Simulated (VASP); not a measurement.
Runs of VASP 6.6.1 on MgO. The structure is that of space group Fm-3m (No. 225), or close to it. The cells are those of the table. 

```csv
task,level,cell,k mesh,cutoff (eV),smearing,grid for exact exchange (PRECFOCK),share of exact exchange,screening parameter,gap on the mesh (eV),pressure (GPa),relaxed volume (Å³/atom)
relaxation of cell and atoms,r2SCAN,"relaxed from a = 3.008 Å, angles 60.0°, 2 atoms",10 × 10 × 10,600,fermi-dirac 0.02 eV,-,-,-,(a),0.0,9.21
relaxation of cell and atoms,HSE06,"relaxed from a = 2.973 Å, angles 60.0°, 2 atoms",6 × 6 × 6,600,fermi-dirac 0.02 eV,Normal,0.25,0.2079 1/Å,(c),0.0,9.24
dielectric tensor,r2SCAN,"a = 2.973 Å, angles 60.0°, 2 atoms",8 × 8 × 8,520,gaussian 0.01 eV,-,-,-,5.66,-,-
dielectric tensor,PBE,"a = 2.973 Å, angles 60.0°, 2 atoms",8 × 8 × 8,520,gaussian 0.01 eV,-,-,-,4.78,-,-
single point,HSE06,"a = 2.971 Å, angles 60.0°, 2 atoms",6 × 6 × 6,520,fermi-dirac 0.02 eV,Normal,0.25,0.2079 1/Å,(b),-0.3,-
```

Alike in all rows: potentials or basis VASP PAW PBE potentials, release 64 (Mg, O); no spin polarisation.

Estimate the missing entries.

(a) 5.75; (b) 6.52; (c) 6.56.

Caveats: some runs use coarse meshes; the PAW data sets were made with another functional, which shifts forces and pressure a little (at least some runs).

